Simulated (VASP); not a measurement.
The system is Al.

```xyz
2
Lattice="0.0000 2.2000 4.9491 1.6432 0.0000 4.9491 1.6432 2.2000 0.0000" Properties=species:S:1:pos:R:3 pbc="T T T"
Al    1.6432    2.2000    8.5468
Al    1.6432    2.2000    1.3515
```

* Program: VASP 6.6.1
* Task: relaxation of cell and atoms
* Functional: PBEsol
* Potentials or basis: VASP PAW PBE potentials, release 64 (Al)
* Cutoff: 500 eV
* k mesh: 22 × 22 × 22
* Occupations: gaussian, width 0.1 eV
* Spin: no spin polarisation

At the start: pressure 0.2 GPa; volume 17.89 Å³/atom.

Q: How do energy, volume and symmetry change on relaxing?

A: Over 23 steps the energy falls by 64.6 meV/atom and the volume is 17.55 Å³/atom (-1.9 %); space group Fmmm (No. 69, to 0.1 Å) before and after.

The path:
```
step  energy change (eV)  largest force (eV/Å)  pressure (GPa)  volume (Å³)
   1              0.0000                0.0314            0.18        35.78
   2             -0.0089                0.0030           -0.13        35.88
   3             -0.0306                0.1336           -0.88        36.13
   4             -0.0419                0.4609           -1.43        36.43
   5             -0.0424                0.3592           -1.40        36.37
   6             -0.0459                0.3702           -1.39        36.34
   7             -0.0565                0.3977           -1.31        36.24
   8             -0.0700                0.4640           -0.87        36.00
   9             -0.0443                0.5637            1.38        35.33
  10             -0.0730                0.4862           -0.67        35.91
  11             -0.0681                0.5257            0.27        35.61
  12             -0.0745                0.5005           -0.51        35.85
  13             -0.0884                0.4082           -0.51        35.74
  14             -0.1144                0.1579           -0.23        35.40
  15             -0.1043                0.2327            1.46        34.68
  16             -0.1208                0.0074            0.23        35.14
  17             -0.1240                0.0080           -0.01        35.22
  18             -0.1280                0.0203           -0.58        35.42
  19             -0.1281                0.0225           -0.65        35.45
  20             -0.1290                0.0177           -0.02        35.13
  21             -0.1290                0.0169            0.05        35.09
  22             -0.1292                0.0124            0.04        35.09
  23             -0.1293                0.0071            0.04        35.09
```

Final structure:
```yaml
crystal:
  lattice:
    - [0.00000, 2.44019, 5.15427]
    - [1.39506, 0.00000, 5.15427]
    - [1.39506, 2.44019, 0.00000]
  atoms:
    - { symbol: Al, position: [0.86786, 0.86786, 0.13214] }
    - { symbol: Al, position: [0.13214, 0.13214, 0.86786] }
```

Caveat: the PAW data sets were made with another functional, which shifts forces and pressure a little.
